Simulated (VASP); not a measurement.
**CO2: single point with LDA**

The system is CO2.

```
C O
1.0
    -1.97473    1.97473    3.01406
     1.97473   -1.97473    3.01406
     1.97473    1.97473   -3.01406
C O
2 4
Direct
  0.75000 0.25000 0.50000
  0.00000 0.00000 0.00000
  0.70980 0.12500 0.08480
  0.04020 0.62500 0.91520
  0.37500 0.29020 0.41520
  0.87500 0.95980 0.58480
```

| Property | Result |
| --- | --- |
| Program | VASP 6.6.1 |
| Task | single point |
| Functional | LDA |
| Potentials or basis | VASP PAW LDA potentials, release 64 (C_h, O_h) |
| Cutoff | 910 eV |
| k mesh | 6 × 6 × 6 |
| Occupations | gaussian, width 0.01 eV |
| Spin | no spin polarisation |

```json
{"Pressure": "-13.6 GPa", "Largest force": "0.472 eV/Å", "Band gap on the k mesh": "7.44 eV (least direct gap 7.92 eV)"}
```

Forces in eV/Å, atoms in the order of the input:
```
C    0.000  0.000  0.000
C    0.000  0.000  0.000
O    0.000  0.472  0.000
O    0.000 -0.472  0.000
O   -0.472  0.000  0.000
O    0.472  0.000  0.000
```

Stress tensor (GPa, compression positive):
```
-13.30   0.00   0.00
  0.00 -13.30   0.00
  0.00   0.00 -14.25
```

Levels at points of the mesh, in eV from the valence-band top:
```
           k point  band 14  band 15  band 16  band 17  band 18  band 19
(0.00, 0.00, 0.00)    -0.89    -0.89    -0.48     7.44     9.06     9.06
(0.50, 0.00, 0.00)    -1.38    -0.41     0.00     8.04     9.36     9.51
(0.50, 0.50, 0.00)    -0.64    -0.51    -0.51     8.76     8.76     9.74
(0.50, 0.50, 0.50)    -2.85     0.00     0.00     8.66     8.66    10.54
```

Wall time 2.2 min on 1 thread of AMD EPYC 7R43 64-Core Processor (Zen 3) (shared host), peak memory 0.18 GiB.

Caveat: the cutoff is under 1.25 times the usual one of these potentials, so pressure, stress and relaxed cells hold a basis-set (Pulay) error; the cell stands under tension. A k mesh can miss the band edges.
